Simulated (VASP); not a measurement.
# ZnS (F-43m) in VASP: further runs, part 2 of 2

VASP 6.6.1. Earlier steps stand in the parts before.

### Step 4. Single point, LDA

This run uses another cell than the first one, of 18.58 Å³/atom, 0.942 times its volume.

INCAR

```
SYSTEM = ZnS
PREC = Accurate
ENCUT = 520
EDIFF = 1E-6
ISMEAR = -1
SIGMA = 0.08
LREAL = .FALSE.
LASPH = .TRUE.
NELM = 60
ALGO = Normal
ISIF = 2
LWAVE = .FALSE.
LCHARG = .FALSE.
NBANDS = 16
```

KPOINTS

```
regular mesh
0
G
  12 12 12
  0 0 0
```

POSCAR

```
ZnS
1.0
    2.6484687084      2.6484687084      0.0000000000
   -2.6484687084      2.6484687084      0.0000000000
    0.0000000000      2.6484687084      2.6484687084
Zn S
1 1
Direct
    0.7500000000      0.2500000000      0.5000000000
    0.0000000000      0.0000000000      0.0000000000
```

Potentials or basis: VASP PAW LDA potentials, release 64 (Zn, S).

Launch:

```
$ cat potpaw_LDA.64/Zn/POTCAR potpaw_LDA.64/S/POTCAR > POTCAR
$ mpirun -np 1 vasp_std > vasp.out
```

OUTCAR:

```text
SYSTEM = ZnS
   PREC = Accurate
   ENCUT = 520
   EDIFF = 1E-6
   ISMEAR = -1
   LREAL = .FALSE.
   LASPH = .TRUE.
   NELM = 60
   ISIF = 2

 ion  position               nearest neighbor table
   1  0.750  0.250  0.500-   2 2.29   2 2.29   2 2.29   2 2.29
   2  0.000  0.000  0.000-   1 2.29   1 2.29   1 2.29   1 2.29

  LATTYP: Found a face centered cubic cell.
 ALAT       =     5.2969374168

  Lattice vectors:

 A1 = (   0.0000000000,   2.6484687084,   2.6484687084)
 A2 = (   2.6484687084,   0.0000000000,   2.6484687084)
 A3 = (   2.6484687084,   2.6484687084,   0.0000000000)

Analysis of symmetry for initial positions (statically):
=====================================================================
 Subroutine PRICEL returns:
 Original cell was already a primitive cell.

 Routine SETGRP: Setting up the symmetry group for a
 face centered cubic supercell.

 Subroutine GETGRP returns: Found 24 space group operations
 (whereof 24 operations were pure point group operations)
 out of a pool of 48 trial point group operations.

The static configuration has the point symmetry T_d .

Analysis of symmetry for dynamics (positions and initial velocities):
=====================================================================
 Subroutine PRICEL returns:
 Original cell was already a primitive cell.

 Routine SETGRP: Setting up the symmetry group for a
 face centered cubic supercell.

 Subroutine GETGRP returns: Found 24 space group operations
 (whereof 24 operations were pure point group operations)
 out of a pool of 48 trial point group operations.

The dynamic configuration has the point symmetry T_d .

 Subroutine INISYM returns: Found 24 space group operations
 (whereof 24 operations are pure point group operations),
 and found     1 'primitive' translations

----------------------------------------------------------------------------------------

                                     Primitive cell

  volume of cell :      37.1548

  direct lattice vectors                    reciprocal lattice vectors
     2.648468708  2.648468708  0.000000000     0.188788336  0.188788336 -0.188788336
    -2.648468708  2.648468708  0.000000000    -0.188788336  0.188788336 -0.188788336
     0.000000000  2.648468708  2.648468708     0.000000000  0.000000000  0.377576672

  length of vectors
     3.745500367  3.745500367  3.745500367     0.326990990  0.326990990  0.377576672

  position of ions in fractional coordinates (direct lattice)
     0.750000000  0.250000000  0.500000000
     0.000000000  0.000000000  0.000000000

  ion indices of the primitive-cell ions
   primitive index   ion index
                 1           1
                 2           2

----------------------------------------------------------------------------------------

 KPOINTS: regular mesh

Automatic generation of k-mesh.
 Grid dimensions read from file:
 generate k-points for:   12   12   12

 Generating k-lattice:

  Cartesian coordinates                     Fractional coordinates (reciprocal lattice)
     0.015732361  0.015732361 -0.015732361     0.083333333  0.000000000  0.000000000
    -0.015732361  0.015732361 -0.015732361     0.000000000  0.083333333  0.000000000
     0.000000000  0.000000000  0.031464723     0.000000000  0.000000000  0.083333333

  Length of vectors
     0.027249249  0.027249249  0.031464723

  Shift w.r.t. Gamma in fractional coordinates (k-lattice)
     0.000000000  0.000000000  0.000000000

 Subroutine IBZKPT returns following result:
 ===========================================

 Found     72 irreducible k-points:

 Following reciprocal coordinates:
            Coordinates               Weight
  0.000000  0.000000  0.000000      1.000000
  0.083333  0.000000  0.000000      8.000000
  0.166667  0.000000  0.000000      8.000000
  0.250000  0.000000  0.000000      8.000000
  0.333333  0.000000  0.000000      8.000000
  0.416667  0.000000  0.000000      8.000000
[... 16 lines left out ...]
  0.500000  0.166667  0.000000     24.000000
 -0.416667  0.166667  0.000000     24.000000
 [... further k-points ...]
   k-points           NKPTS =     72   k-points in BZ     NKDIM =     72   number of bands    NBANDS=     16
   number of dos      NEDOS =    301   number of ions     NIONS =      2
   total plane-waves  NPLWV =  21952
   dimension x,y,z NGX =    28 NGY =   28 NGZ =   28
   dimension x,y,z NGXF=    56 NGYF=   56 NGZF=   56
   ions per type =               1   1
   NGX,Y,Z   is equivalent  to a cutoff of  12.43, 12.43, 12.43 a.u.
   NGXF,Y,Z  is equivalent  to a cutoff of  24.86, 24.86, 24.86 a.u.
 SYSTEM =  ZnS
   PREC   = accura    normal or accurate (medium, high low for compatibility)
   ISTART =      0    job   : 0-new  1-cont  2-samecut
   ICHARG =      2    charge: 1-file 2-atom 10-const
   ISPIN  =      1    spin polarized calculation?
   LNONCOLLINEAR =      F non collinear calculations
   LSORBIT =      F    spin-orbit coupling
   LASPH  =      T    aspherical Exc in radial PAW
   ENCUT  =  520.0 eV  38.22 Ry    6.18 a.u.   6.96  6.96  6.96*2*pi/ulx,y,z
   NELM   =     60;   NELMIN=  2; NELMDL= -5     # of ELM steps
   EDIFF  = 0.1E-05   stopping-criterion for ELM
   LREAL  =      F    real-space projection
   EDIFFG = 0.1E-04   stopping-criterion for IOM
   NSW    =      0    number of steps for IOM
   IBRION =     -1    ionic relax: 0-MD 1-quasi-New 2-CG
   NFREE  =      0    steps in history (QN), initial steepest desc. (CG)
   ISIF   =      2    stress and relaxation
   ISYM   =      2    0-nonsym 1-usesym 2-fastsym
   POTIM  = 0.5000    time-step for ionic-motion
   TEBEG  =    0.0;   TEEND  =   0.0 temperature during run
   PSTRESS=    0.0 pullay stress
   NELECT =      18.0000    total number of electrons
   NUPDOWN=      -1.0000    fix difference up-down
   EMIN   =  10.00;   EMAX   =-10.00  energy-range for DOS
   EFERMI =   0.00;   METHOD = LEGACY
   ISMEAR =    -1;   SIGMA  =   0.08  broadening in eV -4-tet -1-fermi 0-gaus
   EFERMI_NEDOS =   21; number of points for ismear=-14 and -15
   IALGO  =     38    algorithm
   IMIX   =      4    mixing-type and parameters
     AMIX     =   0.40;   BMIX     =  1.00
     AMIX_MAG =   1.60;   BMIX_MAG =  1.00
  volume/ion in A,a.u.               =      18.58       125.37
  Fermi-wavevector in a.u.,A,eV,Ry     =   1.285763  2.429739 22.492957  1.653186
  Thomas-Fermi vector in A             =   2.417878
   LORBIT       =      0    0 simple, 1 ext, 2 COOP (PROOUT), +10 PAW based schemes
   GGA     = CA    functional components
   LHFCALC =     F    Hartree Fock is set to
   AEXX    =    0.0000 exact exchange contribution
   IVDW    =     0    specifies the selected vdW correction
   LEPSILON=     F    determine dielectric tensor
   LRPA    =     F    only Hartree local field effects (RPA)
 non-spin polarized calculation
  energy-cutoff  :      520.00
  volume of cell :       37.15
 maximum number of plane-waves:      1018
   NGX = 13   NGY = 13   NGZ = 13

 number of electron      18.0000014 magnetization

 Free energy of the ion-electron system (eV)
  ---------------------------------------------------
  ext. energy  EPLUGINS =         0.00000000
  ---------------------------------------------------
  free energy    TOTEN  =        -8.20792314 eV

  energy without entropy =       -8.20792312  energy(sigma->0) =       -8.20792313

 E-fermi :   3.7012     XC(G=0): -10.3161

 val. band max:        2.5124677500   @ k =   0.0000   0.0000   0.0000
 cond. band min:       4.6723802848   @ k =   0.0000   0.0000   0.0000
 fundamental gap:      2.1599125348
 Fermi energy:         3.7011998966

 k-point     1 :       0.0000    0.0000    0.0000
  band No.  band energies     occupation
      1     -11.0345      2.00000
      2      -4.2436      2.00000
      3      -4.2436      2.00000
      4      -4.2436      2.00000
      5      -3.6905      2.00000
      6      -3.6905      2.00000
[... 8 lines left out ...]
     15      14.3386      0.00000
     16      14.3718      0.00000
[... 419 lines left out ...]
 k-point    24 :      -0.4167    0.1667    0.0000
  band No.  band energies     occupation
      1     -10.0519      2.00000
      2      -4.1753      2.00000
      3      -4.0652      2.00000
      4      -3.9925      2.00000
      5      -3.6631      2.00000
      6      -3.6440      2.00000
[... 8 lines left out ...]
     15      15.9256      0.00000
     16      16.3000      0.00000

 [... further k-points ...]

------------------------ aborting loop because EDIFF is reached ----------------------------------------

  FORCE on cell =-STRESS in cart. coord.  units (eV):
  Direction    XX          YY          ZZ          XY          YZ          ZX
  --------------------------------------------------------------------------------------
  -------------------------------------------------------------------------------------
  Total        0.0511468      0.0511468      0.0511468      0.0000000     -0.0000000      0.0000000
  in kB        2.2055395      2.2055395      2.2055395      0.0000000     -0.0000000      0.0000000
  external PRESSURE =       2.2055395 kB  Pullay stress =       0.0000000 kB

 VOLUME and BASIS-vectors are now :
 -----------------------------------------------------------------------------
  energy-cutoff  :      520.00
  volume of cell :       37.15
      direct lattice vectors                 reciprocal lattice vectors
     2.648468708  2.648468708  0.000000000     0.188788336  0.188788336 -0.188788336
    -2.648468708  2.648468708  0.000000000    -0.188788336  0.188788336 -0.188788336
     0.000000000  2.648468708  2.648468708     0.000000000  0.000000000  0.377576672

 POSITION                                       TOTAL-FORCE (eV/Angst)
 -----------------------------------------------------------------------------------
      1.32423      3.97270      1.32423        -0.000000      0.000000     -0.000000
      0.00000      0.00000      0.00000         0.000000     -0.000000      0.000000
 -----------------------------------------------------------------------------------
    total drift:                                0.000000      0.000000     -0.000000

  FREE ENERGIE OF THE ION-ELECTRON SYSTEM (eV)
  ---------------------------------------------------
  free  energy   TOTEN  =        -8.2079231385 eV

  energy  without entropy=       -8.2079231232  energy(sigma->0) =       -8.20792313
```

OSZICAR:

```text
N       E                     dE             d eps       ncg     rms          rms(c)
DAV:   1     0.819889178891E+02    0.81989E+02   -0.86631E+03  2304   0.137E+03
DAV:   2    -0.340899814437E+01   -0.85398E+02   -0.79914E+02  2568   0.262E+02
DAV:   3    -0.859677559787E+01   -0.51878E+01   -0.51649E+01  3032   0.611E+01
DAV:   4    -0.864558149820E+01   -0.48806E-01   -0.48797E-01  2712   0.619E+00
DAV:   5    -0.864609101031E+01   -0.50951E-03   -0.50950E-03  3080   0.608E-01    0.766E+00
DAV:   6    -0.824517465225E+01    0.40092E+00   -0.75269E-01  3480   0.318E+01    0.590E+00
DAV:   7    -0.821474294992E+01    0.30432E-01   -0.23348E-01  2952   0.503E+00    0.279E+00
DAV:   8    -0.820845881356E+01    0.62841E-02   -0.55695E-03  3408   0.133E+00    0.614E-01
DAV:   9    -0.820791224095E+01    0.54657E-03   -0.12238E-03  2752   0.257E-01    0.782E-02
DAV:  10    -0.820792737097E+01   -0.15130E-04   -0.10092E-04  2904   0.936E-02    0.306E-02
DAV:  11    -0.820792301182E+01    0.43591E-05   -0.13400E-05  3584   0.738E-02    0.566E-03
DAV:  12    -0.820792313851E+01   -0.12669E-06   -0.13623E-06  1912   0.113E-02
   1 F= -.82079231E+01 E0= -.82079231E+01  d E =-.153232E-07
```

stdout:

```text
POSCAR found type information on POSCAR ZnS
 POSCAR found :  2 types and       2 ions
 scaLAPACK will be used
 LDA part: xc-table for (Slater(with rela. corr.)+CA(PZ))
 , standard interpolation
 POSCAR, INCAR and KPOINTS ok, starting setup
 FFT: planning ... GRIDC
 FFT: planning ... GRID_SOFT
 FFT: planning ... GRID
 WAVECAR not read
 entering main loop
```

Run time: 17 s. Hardware: 1 thread of Intel Xeon Platinum 8559C (Emerald Rapids), shared host; peak memory 0.16 GiB.

Results:

```
Free energy            : -8.2079 eV
Pressure               : 0.2 GPa
Band gap on the k mesh : 2.16 eV, direct
```

A k mesh can miss the band edges. As with any semilocal functional, this LDA gap is likely too small.

### Step 5. Relaxation of cell and atoms, LDA, target pressure -2 GPa, at which the enthalpy is minimised

This run uses another cell than the first one, of 18.58 Å³/atom, 0.942 times its volume.

INCAR

```
PREC = Accurate
ENCUT = 600
EDIFF = 1E-7
ISMEAR = 0
SIGMA = 0.01
LREAL = False
LASPH = True
NELM = 80
ALGO = Normal
ISIF = 3
LWAVE = False
LCHARG = False
GGA = CA
IBRION = 2
NSW = 100
EDIFFG = -0.002
PSTRESS = -20.0
```

KPOINTS

```
regular mesh
0
Gamma
  8 8 8
```

POSCAR is that of step 4.

Potentials or basis: VASP PAW LDA potentials, release 64 (Zn, S).

Launch:

```
$ cat potpaw_LDA.64/Zn/POTCAR potpaw_LDA.64/S/POTCAR > POTCAR
$ mpirun -np 1 vasp_std > vasp.out
```

OUTCAR:

```text
PREC = Accurate
   ENCUT = 600
   EDIFF = 1E-7
   ISMEAR = 0
   LREAL = False
   LASPH = True
   NELM = 80
   ISIF = 3
   GGA = CA
   IBRION = 2
   NSW = 100
   EDIFFG = -0.002
   PSTRESS = -20.0

 ion  position               nearest neighbor table
   1  0.750  0.250  0.500-   2 2.29   2 2.29   2 2.29   2 2.29
   2  0.000  0.000  0.000-   1 2.29   1 2.29   1 2.29   1 2.29

  LATTYP: Found a face centered cubic cell.
 ALAT       =     5.2969374168

  Lattice vectors:

 A1 = (   0.0000000000,   2.6484687084,   2.6484687084)
 A2 = (   2.6484687084,   0.0000000000,   2.6484687084)
 A3 = (   2.6484687084,   2.6484687084,   0.0000000000)

Analysis of symmetry for initial positions (statically):
=====================================================================
 Subroutine PRICEL returns:
 Original cell was already a primitive cell.

[... 267 lines left out ...]
      2      -4.3932      2.00000
      3      -4.3932      2.00000
      4      -4.3932      2.00000
      5      -3.8735      2.00000
      6      -3.8735      2.00000
      7       2.2404      2.00000
      8       2.2404      2.00000
      9       2.2404      2.00000
     10       4.2763      0.00000
     11       8.4719      0.00000
     12       8.4719      0.00000
     13       8.4719      0.00000
[... 354 lines left out ...]
  band No.  band energies     occupation
      1      -9.9210      2.00000
      2      -4.2640      2.00000
      3      -4.2011      2.00000
      4      -3.9365      2.00000
      5      -3.8603      2.00000
      6      -3.5760      2.00000
      7      -2.9143      2.00000
      8      -0.2681      2.00000
      9       0.6733      2.00000
     10       7.0497      0.00000
     11       7.9922      0.00000
     12      10.0143      0.00000
     13      11.2008      0.00000

 [... further k-points ...]

------------------------ aborting loop because EDIFF is reached ----------------------------------------

  FORCE on cell =-STRESS in cart. coord.  units (eV):
  Direction    XX          YY          ZZ          XY          YZ          ZX
  --------------------------------------------------------------------------------------
  -------------------------------------------------------------------------------------
  Total       -0.4757675     -0.4757675     -0.4757675      0.0000000      0.0000000      0.0000000
  in kB      -19.9643888    -19.9643888    -19.9643888      0.0000000      0.0000000      0.0000000
  external PRESSURE =       0.0356112 kB  Pullay stress =     -20.0000000 kB
[... 21 lines left out ...]
  energy  without entropy=       -8.2019024427  energy(sigma->0) =       -8.20190244

  enthalpy is  TOTEN    =        -8.6785186307 eV   P V=       -0.4766161880

 reached required accuracy - stopping structural energy minimisation
```

CONTCAR:

```text
ZnS
   1.00000000000000
     2.6726358726033257    2.6726358726033257   -0.0000000000000000
    -2.6726358726033257    2.6726358726033257   -0.0000000000000000
     0.0000000000000000    2.6726358726033257    2.6726358726033257
  Zn              S
     1     1
Direct
     0.7500000000000000    0.2500000000000000    0.5000000000000000
     0.0000000000000000    0.0000000000000000    0.0000000000000000

  0.00000000E+00  0.00000000E+00  0.00000000E+00
  0.00000000E+00  0.00000000E+00  0.00000000E+00
```

Run time: 22 s. Hardware: 1 thread of Intel Xeon Platinum 8559C (Emerald Rapids), shared host; peak memory 0.15 GiB.

What came out:

```yaml
Free_energy: -8.2019 eV
Relaxed_volume: 19.09 Å³/atom
Relaxed_cell: a = 3.780 Å, b = 3.780 Å, c = 3.780 Å, α = 60.00°, β = 60.00°, γ = 90.00°
Space_group_after_relaxing_to_0.05_Å: F-43m (No. 216)
Energy_change_on_relaxing_the_enthalpy_is_what_falls: +2.9 meV/atom
Ionic_steps: 3
Pressure_after_relaxing: -2.0 GPa
Band_gap_on_the_k_mesh: 2.04 eV, direct
```

Step by step:
```tsv
step	energy change (eV)	largest force (eV/Å)	pressure (GPa)	volume (Å³)
1	0.0000	0.0000	0.23	37.15
2	0.0115	0.0000	-2.77	38.57
3	0.0058	0.0000	-2.00	38.18
```

Final structure:
```xyz
2
Lattice="2.6726 2.6726 0.0000 -2.6726 2.6726 0.0000 0.0000 2.6726 2.6726" Properties=species:S:1:pos:R:3 pbc="T T T"
Zn    1.3363    4.0090    1.3363
S     0.0000    0.0000    0.0000
```

Caveat: the cell is relaxed towards a set pressure, so the enthalpy falls and the energy may rise.

### Step 6. Relaxation of cell and atoms, LDA, target pressure 2 GPa, at which the enthalpy is minimised

This run uses another cell than the first one, of 18.58 Å³/atom, 0.942 times its volume.

INCAR

```
SYSTEM = ZnS
PREC = Accurate ; ENCUT = 600
EDIFF = 1E-7 ; ISMEAR = 0
SIGMA = 0.01 ; LREAL = .False.
LASPH = .True. ; NELM = 80
ALGO = Normal ; ISIF = 3
LWAVE = .False. ; LCHARG = .False.
GGA = CA ; IBRION = 2
NSW = 100 ; EDIFFG = -0.002
PSTRESS = 20.0
```

KPOINTS

```
Automatic mesh
0
Gamma
  8 8 8
  0 0 0
```

POSCAR is that of step 5.

Potentials or basis: VASP PAW LDA potentials, release 64 (Zn, S).

Launch:

```
$ cat potpaw_LDA.64/Zn/POTCAR potpaw_LDA.64/S/POTCAR > POTCAR
$ mpirun -np 1 vasp_std > vasp.out
```

Run time: 20 s. Hardware: 1 thread of Intel Xeon Platinum 8559C (Emerald Rapids), shared host; peak memory 0.16 GiB.

The run converged. Its results:

* Free energy: -8.2028 eV
* Relaxed volume: 18.22 Å³/atom
* Relaxed cell: a = 3.722 Å, b = 3.722 Å, c = 3.722 Å, α = 60.00°, β = 60.00°, γ = 90.00°
* Space group after relaxing (to 0.05 Å): F-43m (No. 216)
* Energy change on relaxing (the enthalpy is what falls): +2.4 meV/atom
* Ionic steps: 3
* Pressure after relaxing: 2.0 GPa
* Band gap on the k mesh: 2.25 eV, direct

Step by step:
```
step  energy change (eV)  largest force (eV/Å)  pressure (GPa)  volume (Å³)
   1              0.0000                0.0000            0.23        37.15
   2              0.0108                0.0000            3.01        36.06
   3              0.0049                0.0000            2.00        36.45
```

Final structure:
```
CELL_PARAMETERS angstrom
2.63152 2.63152 0.00000
-2.63152 2.63152 0.00000
0.00000 2.63152 2.63152
ATOMIC_POSITIONS crystal
Zn 0.75000 0.25000 0.50000
S 0.00000 0.00000 0.00000
```

Levels at points of the mesh, in eV from the valence-band top:
| k point | band 5 | band 6 | band 7 | band 8 | band 9 | band 10 | band 11 | band 12 | band 13 |
| --- | --- | --- | --- | --- | --- | --- | --- | --- | --- |
| (0.00, 0.00, 0.00) | -6.27 | -6.27 | 0.00 | 0.00 | 0.00 | 2.25 | 6.19 | 6.19 | 6.19 |
| (0.50, 0.00, 0.00) | -6.24 | -6.06 | -5.90 | -1.00 | -1.00 | 3.27 | 6.74 | 6.74 | 8.91 |
| (0.50, 0.50, 0.00) | -6.18 | -6.02 | -4.99 | -2.55 | -2.55 | 3.01 | 3.87 | 11.31 | 12.33 |

Caveat: the cell is relaxed towards a set pressure, so the enthalpy falls and the energy may rise. LDA usually gives volumes a few per cent too small.

### Step 7. The runs side by side

```csv
task,cell,k mesh,cutoff (eV),smearing,gap on the mesh (eV),pressure (GPa)
relaxation of cell and atoms,"relaxed from a = 3.821 Å, angles 60.0, 60.0, 90.0°, 2 atoms",12 × 12 × 12,600,fermi-dirac 0.08 eV,2.15,0.0
single point,"a = 3.775 Å, angles 60.0, 60.0, 90.0°, 2 atoms",8 × 8 × 8,520,gaussian 0.01 eV,2.05,-1.7
single point,"a = 3.746 Å, angles 60.0, 60.0, 90.0°, 2 atoms",12 × 12 × 12,520,fermi-dirac 0.08 eV,2.16,0.2
relaxation of cell and atoms,"relaxed to -2 GPa from a = 3.746 Å, angles 60.0, 60.0, 90.0°, 2 atoms",8 × 8 × 8,600,gaussian 0.01 eV,2.04,-2.0
relaxation of cell and atoms,"relaxed to 2 GPa from a = 3.746 Å, angles 60.0, 60.0, 90.0°, 2 atoms",8 × 8 × 8,600,gaussian 0.01 eV,2.25,2.0
```

Alike in all rows: level LDA; potentials or basis VASP PAW LDA potentials, release 64 (Zn, S); no spin polarisation.

Caveats: the cell is relaxed towards a set pressure, so the enthalpy falls and the energy may rise (some runs).

Total energies depend on the potentials used, so only differences within one code and one set of settings carry meaning.
